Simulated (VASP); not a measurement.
Here is a VASP 6.6.1 calculation.

Contents of INCAR:

```
PREC = Accurate
ENCUT = 520
EDIFF = 1E-6
ISMEAR = 0
SIGMA = 0.01
LREAL = F
LASPH = T
NELM = 60
ALGO = Normal
ISIF = 2
LWAVE = F
LCHARG = F
NBANDS = 28
```

The input KPOINTS:

```
Automatic mesh
0
Gamma
  4 4 4
```

File POSCAR:

```
SnO
1.0
    3.7986000000      0.0000000000      0.0000000000
    0.0000000000      3.7986000000      0.0000000000
    0.0000000000      0.0000000000      4.8408000000
Sn O
2 2
Direct
    0.5000000000      0.0000000000      0.2369000000
    0.0000000000      0.5000000000      0.7631000000
    0.0000000000      0.0000000000      0.0000000000
    0.5000000000      0.5000000000      0.0000000000
```

Potentials or basis: VASP PAW LDA potentials, release 64 (Sn_d, O).

Launch:

```bash
$ cat potpaw_LDA.64/Sn_d/POTCAR potpaw_LDA.64/O/POTCAR > POTCAR
$ mpirun -np 1 vasp_std > vasp.out
```

Question: Estimate the band gap on the k mesh.

Answer: 0.13 eV (least direct gap 1.98 eV).

Question: What does it give for the pressure?

Answer: -1.9 GPa.

Stress tensor (GPa, compression positive):
```
-1.94  0.00  0.00
 0.00 -1.94  0.00
 0.00  0.00 -1.70
```

Caveat: spin-orbit coupling is left out, which moves the levels of the heavy elements. A k mesh can miss the band edges.
